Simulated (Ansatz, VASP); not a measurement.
**Two plane-wave programs on SnTe**

File INCAR:

```
SYSTEM = SnTe
PREC = Accurate
ENCUT = 520
EDIFF = 1E-6
ISMEAR = 0
SIGMA = 0.03
LREAL = .FALSE.
LASPH = .TRUE.
NELM = 80
ALGO = Normal
ISIF = 2
LWAVE = .FALSE.
LCHARG = .FALSE.
NBANDS = 17
```

Contents of KPOINTS:

```
Automatic mesh
0
G
  10 10 10
  0 0 0
```

POSCAR

```
SnTe
1.0
    0.0000000000      3.1913771283      2.9729220857
    3.1913771283      0.0000000000      2.9729220857
    3.1913771283      3.1913771283      0.0000000000
Sn Te
1 1
Direct
    0.0000000000      0.0000000000      0.0000000000
    0.5000000000      0.5000000000      0.5000000000
```

Input for Ansatz:

```yaml
crystal:
  lattice:
    - [0.0, 3.1913771283, 2.9729220857]
    - [3.1913771283, 0.0, 2.9729220857]
    - [3.1913771283, 3.1913771283, 0.0]
  atoms:
    - { symbol: Sn, position: [0.0, 0.0, 0.0] }
    - { symbol: Te, position: [0.5, 0.5, 0.5] }
basis:
  ecutwfc: 420
kpoints:
  mp_grid: { grid: [10, 10, 10] }
hamiltonian:
  xc: lda
  pseudopotentials: { kind: paw }
scf:
  occupations: { method: gaussian, width: 0.03 }
output:
  forces: true
  stress: true
  eigenvalues: true
```

Change from the starting cell: mode 4 frozen in at +0.000 Å, strain +e along z and -e/2 along x and y -0.0467.

Alike in both runs: task single point; functional LDA; k mesh 10 × 10 × 10; occupations gaussian, width 0.03 eV; no spin polarisation.

|  | VASP | Ansatz |
| --- | --- | --- |
| version | VASP 6.6.1 | Ansatz 0.2.0 |
| potentials or method | VASP PAW LDA potentials, release 64 (Sn_d, Te), cutoff 520 eV | scalar-relativistic, plane waves, PAW |
| valence electrons in the cell | 20 | 30 |

|  | VASP | Ansatz | Ansatz less VASP |
| --- | --- | --- | --- |
| gap on the k mesh at the Fermi level (eV) | 0.18 | 0.20 | +0.022 |
| least direct gap on the mesh (eV) | 0.28 | 0.30 | +0.019 |
| pressure (GPa) | 0.9 | 0.8 | -0.04 |
| traceless stress, the component that is largest in VASP (GPa) | 7.70 | 7.64 | -0.051 |

LDA's correlation is that of Perdew and Zunger in VASP and of Perdew and Wang (1992) in Ansatz. VASP's potentials hold 20 valence electrons a cell and Ansatz's 30, so a difference there can come from the potentials and not from the codes.

Neither program's run includes spin-orbit coupling.
